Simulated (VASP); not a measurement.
Write the native input for VASP 6.6.1 that does the following.

| Property | Result |
| --- | --- |
| Task | single point |
| Functional | PBE-based screened hybrid with 15 % exact exchange |
| Potentials or basis | VASP PAW PBE potentials, release 64 (Sb) |
| Cutoff | 520 eV |
| k mesh | 6 × 6 × 6 |
| Occupations | fermi-dirac, width 0.05 eV |
| Spin | no spin polarisation |
| Dipole correction | no |
| Grid for exact exchange (PRECFOCK) | Normal |
| Share of exact exchange | 0.15 |
| Further INCAR settings | ALGO = Normal; EDIFF = 1e-06; NBANDS = 8 |
| Screening parameter | 0.20787 1/Å |

The system is Sb.

```
Sb
1.0
    -1.87134    1.87134    1.87134
     1.87134   -1.87134    1.87134
     1.87134    1.87134   -1.87134
Sb
1
Direct
  0.00000 0.00000 0.00000
```

This isn't the form of Sb at room conditions, which is rhombohedral.

The input as run:

POSCAR

```
Sb
1.0
   -1.8713408863      1.8713408863      1.8713408863
    1.8713408863     -1.8713408863      1.8713408863
    1.8713408863      1.8713408863     -1.8713408863
Sb
1
Direct
    0.0000000000      0.0000000000      0.0000000000
```

INCAR.step1

```
SYSTEM = Sb
ALGO = Normal
EDIFF = 1E-5
ENCUT = 520
GGA = PE
ISIF = 2
ISMEAR = -1
LASPH = .TRUE.
LREAL = .FALSE.
LWAVE = .TRUE.
NBANDS = 8
NELM = 80
PREC = Accurate
SIGMA = 0.05
```

INCAR.step2

```
SYSTEM = Sb
AEXX = 0.15
ALGO = Normal
EDIFF = 1E-6
ENCUT = 520
GGA = PE
HFSCREEN = 0.2078699
ISIF = 2
ISMEAR = -1
ISTART = 1
LASPH = .TRUE.
LCHARG = .TRUE.
LELF = .TRUE.
LHFCALC = .TRUE.
LREAL = .FALSE.
LVHAR = .TRUE.
LWAVE = .FALSE.
NBANDS = 8
NELM = 80
PREC = Accurate
PRECFOCK = Normal
SIGMA = 0.05
```

KPOINTS

```
k-points
0
G
  6 6 6
  0 0 0
```

Potentials or basis: VASP PAW PBE potentials, release 64 (Sb).

The run is started by

```bash
$ cat potpaw_PBE.64/Sb/POTCAR > POTCAR
$ cp INCAR.step1 INCAR
$ mpirun -np 1 vasp_std > vasp.out
$ cp INCAR.step2 INCAR
$ mpirun -np 1 vasp_std > vasp.out
```

It gave:

| Property | Result |
| --- | --- |
| Pressure | 1.9 GPa |
| Band gap on the k mesh | zero (an odd number of electrons rules out a gap without spin polarisation) |

Caveat: the k points lie up to 0.40 Å⁻¹ apart, too coarse for converged energies and pressures of a metal; the PAW data sets were made with another functional, which shifts forces and pressure a little; spin-orbit coupling is left out, which moves the levels of the heavy elements.

It took 11 min on 1 thread of AMD EPYC 7R43 64-Core Processor (Zen 3), with other jobs on the host, peak memory 0.21 GiB.
